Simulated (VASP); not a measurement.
# MoS2 (P-3m1) in VASP: settings compared

The runs below take MoS2 through relaxation of cell and atoms, single point, with PBE, RPBE.

Program: VASP 6.6.1. These are calculated values, not measurements. Logs are shortened: lines on timing, memory, paths and dates and some standing lists are left out, and cuts for length are marked.

### 1 The cell of the first run

Symmetry: P-3m1, No. 164, trigonal system. The conventional cell has a = 3.227 Å, b = 3.227 Å, c = 6.312 Å, α = 90.00°, β = 90.00°, γ = 120.00°. Within 3.2 Å of Mo (site symmetry -3m) lie 6 S at 2.42 Å. Within 3.2 Å of S (site symmetry 3m) lie 3 Mo at 2.42 Å.

### 2 Relaxation of cell and atoms, PBE

Input file INCAR:

```
PREC     = Accurate       # precision mode
ENCUT    = 600            # plane-wave cutoff, eV
EDIFF    = 1E-6           # SCF threshold, eV
ISMEAR   = -1             # smearing method
SIGMA    = 0.05           # smearing width, eV
LREAL    = F              # projectors in reciprocal space
LASPH    = T              # aspherical terms in the spheres
NELM     = 100            # most SCF steps
ALGO     = Normal         # electronic algorithm
ISIF     = 3              # what is computed and relaxed
LWAVE    = F              # write WAVECAR
LCHARG   = F              # write CHGCAR
GGA      = PE             # functional
IBRION   = 2              # ionic algorithm
NSW      = 60             # ionic steps
EDIFFG   = -0.01          # ionic threshold
```

Input file KPOINTS:

```
Automatic mesh
0
Gamma
  9 9 4
```

Input file POSCAR:

```
MoS2
1.0
    3.2274645616      0.0000000000      0.0000000000
   -1.6137322808      2.7950663001      0.0000000000
    0.0000000000      0.0000000000      6.3124734200
Mo S
1 2
Direct
    0.0000000000      0.0000000000      0.5000000000
    0.6666666667      0.3333333333      0.7446806800
    0.3333333333      0.6666666667      0.2553193200
```

Potentials or basis: VASP PAW PBE potentials, release 64 (Mo_sv, S).

Run with:

```
> cat potpaw_PBE.64/Mo_sv/POTCAR potpaw_PBE.64/S/POTCAR > POTCAR
> mpirun -np 1 vasp_std > vasp.out
```

OUTCAR:

```text
PREC = Accurate
   ENCUT = 600
   EDIFF = 1E-6
   ISMEAR = -1
   LREAL = F
   LASPH = T
   NELM = 100
   ISIF = 3
   GGA = PE
   IBRION = 2
   NSW = 60
   EDIFFG = -0.01

 ion  position               nearest neighbor table
   1  0.000  0.000  0.500-   2 2.42   3 2.42   3 2.42   2 2.42   2 2.42   3 2.42
   2  0.667  0.333  0.745-   1 2.42   1 2.42   1 2.42
   3  0.333  0.667  0.255-   1 2.42   1 2.42   1 2.42

  LATTYP: Found a hexagonal cell.
 ALAT       =     3.2274645616
 C/A-ratio  =     1.9558614199

  Lattice vectors:

 A1 = (   3.2274645616,   0.0000000000,   0.0000000000)
 A2 = (  -1.6137322808,   2.7950663001,   0.0000000000)
 A3 = (   0.0000000000,   0.0000000000,   6.3124734200)

Analysis of symmetry for initial positions (statically):
=====================================================================
 Subroutine PRICEL returns:
 Original cell was already a primitive cell.

 Routine SETGRP: Setting up the symmetry group for a
 hexagonal supercell.

 Subroutine GETGRP returns: Found 12 space group operations
 (whereof 12 operations were pure point group operations)
 out of a pool of 24 trial point group operations.

The static configuration has the point symmetry D_3d.

Analysis of symmetry for dynamics (positions and initial velocities):
=====================================================================
 Subroutine PRICEL returns:
 Original cell was already a primitive cell.

 Routine SETGRP: Setting up the symmetry group for a
 hexagonal supercell.

 Subroutine GETGRP returns: Found 12 space group operations
 (whereof 12 operations were pure point group operations)
 out of a pool of 24 trial point group operations.

The dynamic configuration has the point symmetry D_3d.

 Subroutine INISYM returns: Found 12 space group operations
 (whereof 12 operations are pure point group operations),
 and found     1 'primitive' translations

----------------------------------------------------------------------------------------

                                     Primitive cell

  volume of cell :      56.9447

  direct lattice vectors                    reciprocal lattice vectors
     3.227464562  0.000000000  0.000000000     0.309840737  0.178886633  0.000000000
    -1.613732281  2.795066300  0.000000000     0.000000000  0.357773266  0.000000000
     0.000000000  0.000000000  6.312473420     0.000000000  0.000000000  0.158416509

  length of vectors
     3.227464562  3.227464562  6.312473420     0.357773266  0.357773266  0.158416509

  position of ions in fractional coordinates (direct lattice)
     0.000000000  0.000000000  0.500000000
     0.666666667  0.333333333  0.744680680
     0.333333333  0.666666667  0.255319320

  ion indices of the primitive-cell ions
   primitive index   ion index
                 1           1
                 2           2
                 3           3

----------------------------------------------------------------------------------------

 KPOINTS: Automatic mesh

Automatic generation of k-mesh.
 Grid dimensions read from file:
 generate k-points for:    9    9    4

 Generating k-lattice:

  Cartesian coordinates                     Fractional coordinates (reciprocal lattice)
     0.034426749  0.019876293  0.000000000     0.111111111  0.000000000  0.000000000
     0.000000000  0.039752585  0.000000000     0.000000000  0.111111111  0.000000000
     0.000000000  0.000000000  0.039604127     0.000000000  0.000000000  0.250000000

  Length of vectors
     0.039752585  0.039752585  0.039604127

  Shift w.r.t. Gamma in fractional coordinates (k-lattice)
     0.000000000  0.000000000  0.000000000

 Subroutine IBZKPT returns following result:
 ===========================================

 Found     43 irreducible k-points:

 Following reciprocal coordinates:
            Coordinates               Weight
  0.000000  0.000000  0.000000      1.000000
  0.111111  0.000000  0.000000      6.000000
  0.222222  0.000000  0.000000      6.000000
  0.333333  0.000000  0.000000      6.000000
  0.444444  0.000000  0.000000      6.000000
  0.111111  0.111111  0.000000      6.000000
[... 16 lines left out ...]
  0.222222  0.111111  0.250000     12.000000
 -0.111111  0.333333  0.250000     12.000000
 [... further k-points ...]
   k-points           NKPTS =     43   k-points in BZ     NKDIM =     43   number of bands    NBANDS=     17
   number of dos      NEDOS =    301   number of ions     NIONS =      3
   total plane-waves  NPLWV =  39200
   dimension x,y,z NGX =    28 NGY =   28 NGZ =   50
   dimension x,y,z NGXF=    56 NGYF=   56 NGZF=  100
   ions per type =               1   2
   NGX,Y,Z   is equivalent  to a cutoff of  14.42, 14.42, 13.17 a.u.
   NGXF,Y,Z  is equivalent  to a cutoff of  28.85, 28.85, 26.34 a.u.
 SYSTEM =  unknown system
   PREC   = accura    normal or accurate (medium, high low for compatibility)
   ISTART =      0    job   : 0-new  1-cont  2-samecut
   ICHARG =      2    charge: 1-file 2-atom 10-const
   ISPIN  =      1    spin polarized calculation?
   LNONCOLLINEAR =      F non collinear calculations
   LSORBIT =      F    spin-orbit coupling
   LASPH  =      T    aspherical Exc in radial PAW
   ENCUT  =  600.0 eV  44.10 Ry    6.64 a.u.   6.45  6.45 12.61*2*pi/ulx,y,z
   NELM   =    100;   NELMIN=  2; NELMDL= -5     # of ELM steps
   EDIFF  = 0.1E-05   stopping-criterion for ELM
   LREAL  =      F    real-space projection
   EDIFFG = -.1E-01   stopping-criterion for IOM
   NSW    =     60    number of steps for IOM
   IBRION =      2    ionic relax: 0-MD 1-quasi-New 2-CG
   NFREE  =      1    steps in history (QN), initial steepest desc. (CG)
   ISIF   =      3    stress and relaxation
   ISYM   =      2    0-nonsym 1-usesym 2-fastsym
   POTIM  = 0.5000    time-step for ionic-motion
   TEBEG  =    0.0;   TEEND  =   0.0 temperature during run
   PSTRESS=    0.0 pullay stress
   NELECT =      26.0000    total number of electrons
   NUPDOWN=      -1.0000    fix difference up-down
   EMIN   =  10.00;   EMAX   =-10.00  energy-range for DOS
   EFERMI =   0.00;   METHOD = LEGACY
   ISMEAR =    -1;   SIGMA  =   0.05  broadening in eV -4-tet -1-fermi 0-gaus
   EFERMI_NEDOS =   21; number of points for ismear=-14 and -15
   IALGO  =     38    algorithm
   IMIX   =      4    mixing-type and parameters
     AMIX     =   0.40;   BMIX     =  1.00
     AMIX_MAG =   1.60;   BMIX_MAG =  1.00
  volume/ion in A,a.u.               =      18.98       128.09
  Fermi-wavevector in a.u.,A,eV,Ry     =   1.260612  2.382212 21.621610  1.589144
  Thomas-Fermi vector in A             =   2.394113
   LORBIT       =      0    0 simple, 1 ext, 2 COOP (PROOUT), +10 PAW based schemes
   GGA     = PE    functional components
   LHFCALC =     F    Hartree Fock is set to
   AEXX    =    0.0000 exact exchange contribution
   IVDW    =     0    specifies the selected vdW correction
   LEPSILON=     F    determine dielectric tensor
   LRPA    =     F    only Hartree local field effects (RPA)
 conjugate gradient relaxation of ions
 non-spin polarized calculation
  energy-cutoff  :      600.00
  volume of cell :       56.94
 maximum number of plane-waves:      1934
 NGX is ok and might be reduce to    28
   NGX = 13   NGY = 13   NGZ = 25

--------------------------------------- Ionic step        1  -------------------------------------------

 number of electron      26.0000002 magnetization

 Free energy of the ion-electron system (eV)
  ---------------------------------------------------
  ext. energy  EPLUGINS =         0.00000000
  ---------------------------------------------------
  free energy    TOTEN  =       -21.01279242 eV

  energy without entropy =      -21.00394702  energy(sigma->0) =      -21.00836972

------------------------ aborting loop because EDIFF is reached ----------------------------------------

  FORCE on cell =-STRESS in cart. coord.  units (eV):
  Direction    XX          YY          ZZ          XY          YZ          ZX
  --------------------------------------------------------------------------------------
  -------------------------------------------------------------------------------------
  Total        0.0066349      0.0066349      1.0392628      0.0000000      0.0000000     -0.0000000
  in kB        0.1866764      0.1866764     29.2403666      0.0000000      0.0000000     -0.0000000
  external PRESSURE =       9.8712398 kB  Pullay stress =       0.0000000 kB
[... 92 lines left out ...]
  FREE ENERGIE OF THE ION-ELECTRON SYSTEM (eV)
  ---------------------------------------------------
  free  energy   TOTEN  =       -21.0192690597 eV

  energy  without entropy=      -21.0106018538  energy(sigma->0) =      -21.01493546

 E-fermi :   6.1713     XC(G=0):  -9.9962

 val. band max:        6.1697123778   @ k =   0.2222   0.2222   0.5000
 cond. band min:       6.2793371913   @ k =   0.1111   0.0000   0.0000
 fundamental gap:      0.1096248135
 Fermi energy:         6.1713489730

 k-point     1 :       0.0000    0.0000    0.0000
  band No.  band energies     occupation
      1     -55.5530      2.00000
      2     -29.5960      2.00000
      3     -29.5294      2.00000
      4     -29.5294      2.00000
      5      -8.6033      2.00000
      6      -7.3819      2.00000
[... 457 lines left out ...]
      4     -29.5490      2.00000
      5      -7.4174      2.00000
      6      -7.0614      2.00000
[... 9 lines left out ...]
     16       8.7793      0.00000
     17       9.6984      0.00000

 [... further k-points ...]

[... ionic steps 4 to 21 ...]

--------------------------------------- Ionic step       22  -------------------------------------------

 number of electron      25.9999998 magnetization

------------------------ aborting loop because EDIFF is reached ----------------------------------------
[... 69 lines left out ...]
--------------------------------------- Ionic step       24  -------------------------------------------

 number of electron      25.9999997 magnetization

 Free energy of the ion-electron system (eV)
  ---------------------------------------------------
  ext. energy  EPLUGINS =         0.00000000
  ---------------------------------------------------
  free energy    TOTEN  =       -21.02977951 eV

  energy without entropy =      -21.02209213  energy(sigma->0) =      -21.02593582

 E-fermi :   6.2276     XC(G=0): -10.0423

 val. band max:        6.2217750830   @ k =   0.2222   0.2222   0.5000
 cond. band min:       6.3200731940   @ k =   0.1111   0.0000   0.0000
 fundamental gap:      0.0982981110
 Fermi energy:         6.2276467046

 k-point     1 :       0.0000    0.0000    0.0000
  band No.  band energies     occupation
      1     -55.5053      2.00000
      2     -29.5429      2.00000
      3     -29.4854      2.00000
      4     -29.4854      2.00000
      5      -8.5247      2.00000
      6      -7.2928      2.00000
[... 457 lines left out ...]
      4     -29.4973      2.00000
      5      -7.3454      2.00000
      6      -6.9905      2.00000
[... 9 lines left out ...]
     16       8.8314      0.00000
     17       9.7439      0.00000

 [... further k-points ...]
[... 5 lines left out ...]
  --------------------------------------------------------------------------------------
  -------------------------------------------------------------------------------------
  Total       -0.0036814     -0.0036814     -0.0071279      0.0000000      0.0000000     -0.0000000
  in kB       -0.0980026     -0.0980026     -0.1897520      0.0000000      0.0000000     -0.0000000
  external PRESSURE =      -0.1285858 kB  Pullay stress =       0.0000000 kB
[... 18 lines left out ...]
  FREE ENERGIE OF THE ION-ELECTRON SYSTEM (eV)
  ---------------------------------------------------
  free  energy   TOTEN  =       -21.0297795086 eV

  energy  without entropy=      -21.0220921310  energy(sigma->0) =      -21.02593582

 reached required accuracy - stopping structural energy minimisation
```

It took 8.8 min on 1 thread of AMD EPYC 9R14 (Zen 4), shared host; peak memory 0.2 GiB.

What came out:

| Item | Value |
| --- | --- |
| Free energy | -21.0298 eV |
| Relaxed volume | 20.06 Å³/atom |
| Relaxed cell | a = 3.192 Å, b = 3.192 Å, c = 6.819 Å, α = 90.00°, β = 90.00°, γ = 120.00° |
| Space group after relaxing (to 0.05 Å) | P-3m1 (No. 164) |
| Energy gained by relaxing | 5.7 meV/atom |
| Ionic steps | 24 |
| Pressure after relaxing | 0.0 GPa |
| Largest force after relaxing | 0.003 eV/Å |
| Band gap on the k mesh | zero (band 13 reaches 6.92 eV, above the bottom of band 14 at 6.05 eV) |

Forces on the atoms (eV/Å):
```
Mo   0.000  0.000  0.000
S    0.000  0.000 -0.003
S    0.000  0.000  0.003
```

The path:
```csv
step,energy change (eV),largest force (eV/Å),pressure (GPa),volume (Å³)
1,0.0000,0.2747,0.99,56.94
2,-0.0015,0.3042,-2.46,57.91
3,-0.0065,0.0369,-0.89,57.46
4,-0.0113,0.0503,-0.17,56.96
5,-0.0115,0.0536,0.06,56.81
6,-0.0118,0.0339,0.16,56.85
7,-0.0124,0.0222,0.47,56.98
8,-0.0121,0.1365,1.10,57.23
9,-0.0125,0.0617,0.69,57.07
10,-0.0125,0.0617,0.68,57.08
11,-0.0126,0.0612,0.66,57.13
12,-0.0129,0.0578,0.61,57.23
13,-0.0134,0.0530,0.51,57.42
14,-0.0142,0.0446,0.32,57.80
15,-0.0151,0.0270,-0.01,58.57
16,-0.0147,0.0006,-0.60,60.12
17,-0.0152,0.0196,-0.25,59.24
18,-0.0157,0.0194,-0.19,59.36
19,-0.0167,0.0216,0.01,59.74
20,-0.0165,0.0339,0.45,60.47
21,-0.0169,0.0316,0.24,60.14
22,-0.0169,0.0296,0.19,60.05
23,-0.0169,0.0347,-0.20,60.31
24,-0.0170,0.0031,-0.01,60.18
```

Final structure:
```yaml
crystal:
  lattice:
    - [3.19249, 0.00000, 0.00000]
    - [-1.59624, 2.76478, 0.00000]
    - [0.00000, 0.00000, 6.81866]
  atoms:
    - { symbol: Mo, position: [0.00000, 0.00000, 0.50000] }
    - { symbol: S, position: [0.66667, 0.33333, 0.73215] }
    - { symbol: S, position: [0.33333, 0.66667, 0.26785] }
```

Caveat: this functional lacks dispersion, which binds the layers, so the pressure and a relaxed spacing across them are unreliable.

### 3 Single point, PBE

Input file INCAR:

```
PREC     = Accurate       # precision mode
ENCUT    = 520            # plane-wave cutoff, eV
EDIFF    = 1E-7           # SCF threshold, eV
ISMEAR   = -1             # smearing method
SIGMA    = 0.05           # smearing width, eV
LREAL    = F              # projectors in reciprocal space
LASPH    = T              # aspherical terms in the spheres
NELM     = 80             # most SCF steps
ALGO     = Normal         # electronic algorithm
ISIF     = 2              # what is computed and relaxed
LWAVE    = F              # write WAVECAR
LCHARG   = F              # write CHGCAR
GGA      = PE             # functional
NBANDS   = 20             # bands
```

Input file KPOINTS:

```
Automatic mesh
0
Gamma
  5 5 3
```

POSCAR is that of step 2.

Potentials or basis: VASP PAW PBE potentials, release 64 (Mo_sv, S).

Run with:

```
> cat potpaw_PBE.64/Mo_sv/POTCAR potpaw_PBE.64/S/POTCAR > POTCAR
> mpirun -np 1 vasp_std > vasp.out
```

OUTCAR:

```text
PREC = Accurate
   ENCUT = 520
   EDIFF = 1E-7
   ISMEAR = -1
   LREAL = F
   LASPH = T
   NELM = 80
   ISIF = 2
   GGA = PE

 ion  position               nearest neighbor table
   1  0.000  0.000  0.500-   2 2.42   3 2.42   3 2.42   2 2.42   2 2.42   3 2.42
   2  0.667  0.333  0.745-   1 2.42   1 2.42   1 2.42
   3  0.333  0.667  0.255-   1 2.42   1 2.42   1 2.42

  LATTYP: Found a hexagonal cell.
 ALAT       =     3.2274645616
 C/A-ratio  =     1.9558614199

  Lattice vectors:

 A1 = (   3.2274645616,   0.0000000000,   0.0000000000)
 A2 = (  -1.6137322808,   2.7950663001,   0.0000000000)
 A3 = (   0.0000000000,   0.0000000000,   6.3124734200)

Analysis of symmetry for initial positions (statically):
=====================================================================
 Subroutine PRICEL returns:
 Original cell was already a primitive cell.

 Routine SETGRP: Setting up the symmetry group for a
 hexagonal supercell.

 Subroutine GETGRP returns: Found 12 space group operations
[... 148 lines left out ...]
  ---------------------------------------------------
  free energy    TOTEN  =       -21.00905494 eV

  energy without entropy =      -20.99918402  energy(sigma->0) =      -21.00411948

 E-fermi :   6.7028     XC(G=0): -10.4452

 val. band max:        6.6859309111   @ k =   0.0000   0.0000   0.3333
 cond. band min:       6.7616522286   @ k =   0.4000   0.2000   0.0000
 fundamental gap:      0.0757213175
 Fermi energy:         6.7027589898

 k-point     1 :       0.0000    0.0000    0.0000
  band No.  band energies     occupation
      1     -54.8762      2.00000
      2     -28.9101      2.00000
      3     -28.8775      2.00000
      4     -28.8775      2.00000
      5      -7.9057      2.00000
      6      -6.4671      2.00000
[... 265 lines left out ...]
     19      14.3830      0.00000
     20      15.2080      0.00000

------------------------ aborting loop because EDIFF is reached ----------------------------------------

  FORCE on cell =-STRESS in cart. coord.  units (eV):
  Direction    XX          YY          ZZ          XY          YZ          ZX
  --------------------------------------------------------------------------------------
  -------------------------------------------------------------------------------------
  Total        0.2537921      0.2537921      0.4768090      0.0000000      0.0000000      0.0000000
  in kB        7.1406131      7.1406131     13.4153469      0.0000000      0.0000000      0.0000000
  external PRESSURE =       9.2321910 kB  Pullay stress =       0.0000000 kB

 VOLUME and BASIS-vectors are now :
 -----------------------------------------------------------------------------
  energy-cutoff  :      520.00
  volume of cell :       56.94
      direct lattice vectors                 reciprocal lattice vectors
     3.227464562  0.000000000  0.000000000     0.309840737  0.178886633  0.000000000
    -1.613732281  2.795066300  0.000000000     0.000000000  0.357773266  0.000000000
     0.000000000  0.000000000  6.312473420     0.000000000  0.000000000  0.158416509

 POSITION                                       TOTAL-FORCE (eV/Angst)
 -----------------------------------------------------------------------------------
      0.00000      0.00000      3.15624         0.000000      0.000000      0.000000
      1.61373      0.93169      4.70078        -0.000000     -0.000000      0.184515
     -0.00000      1.86338      1.61170        -0.000000      0.000000     -0.184515
 -----------------------------------------------------------------------------------
    total drift:                                0.000000     -0.000000      0.000000

  FREE ENERGIE OF THE ION-ELECTRON SYSTEM (eV)
  ---------------------------------------------------
  free  energy   TOTEN  =       -21.0090549396 eV

  energy  without entropy=      -20.9991840195  energy(sigma->0) =      -21.00411948
```

stdout:

```text
POSCAR found type information on POSCAR MoS
 POSCAR found :  2 types and       3 ions
 scaLAPACK will be used
 LDA part: xc-table for (Slater+PW92), standard interpolation
 POSCAR, INCAR and KPOINTS ok, starting setup
 FFT: planning ... GRIDC
 FFT: planning ... GRID_SOFT
 FFT: planning ... GRID
 WAVECAR not read
 entering main loop
```

Wall time 12 s (1 thread of Intel Xeon 8259CL, shared host); peak memory 0.17 GiB.

What came out:

```yaml
Free_energy: -21.0091 eV
Pressure: 0.9 GPa
Largest_force: 0.185 eV/Å
Band_gap_on_the_k_mesh: zero (band 13 reaches 6.76 eV, above the bottom of band 14 at 6.54 eV)
```

Forces in eV/Å, atoms in the order of the input:
```
Mo   0.000  0.000  0.000
S    0.000  0.000  0.185
S    0.000  0.000 -0.185
```

Stress tensor (GPa, compression positive):
```
0.71 0.00 0.00
0.00 0.71 0.00
0.00 0.00 1.34
```

Caveat: the k points lie up to 0.45 Å⁻¹ apart; this functional lacks dispersion, which binds the layers, so the pressure and a relaxed spacing across them are unreliable.

(Part 1 of 2 ends here.)
